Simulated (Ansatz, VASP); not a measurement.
KMgF3: VASP beside Ansatz

```xyz
5
Lattice="3.9859 0.0000 0.0000 0.0000 3.9859 0.0000 0.0000 0.0000 3.9859" Properties=species:S:1:pos:R:3 pbc="T T T"
K     1.9929    1.9929    1.9929
Mg    0.0000    0.0000    0.0000
F     1.9929   -0.0884   -0.0884
F     0.0000    1.9046   -0.0884
F     0.0000   -0.0884    1.9046
```

Change from the starting cell: all F atoms moved +0.125 Å, as atom 3 towards its neighbour atom 1 (K) at 2.818 Å.

Alike in both runs: task single point; functional PBEsol; k mesh 6 × 6 × 6; occupations gaussian, width 0.05 eV; no spin polarisation.

|  | VASP | Ansatz |
| --- | --- | --- |
| version | VASP 6.6.1 | Ansatz 0.2.0 |
| potentials or method | VASP PAW PBE potentials, release 64 (K_sv, Mg, F), cutoff 520 eV | scalar-relativistic, plane waves, PAW |
| valence electrons in the cell | 32 | 40 |

```tsv
	VASP	Ansatz	Ansatz less VASP
gap on the k mesh at the Fermi level (eV)	7.12	7.14	+0.023
least direct gap on the mesh (eV)	7.44	7.46	+0.021
pressure (GPa)	0.7	1.0	+0.37
traceless stress, the component that is largest in VASP (GPa)	-0.78	-0.77	+0.009
rms of the force components (eV/Å)	0.358	0.354	-0.0040
```

VASP's potentials were made for PBE, not for PBEsol. Atom by atom the forces differ by 0.005 eV/Å (rms over components). VASP's potentials hold 32 valence electrons a cell and Ansatz's 40, so a difference there can come from the potentials and not from the codes.
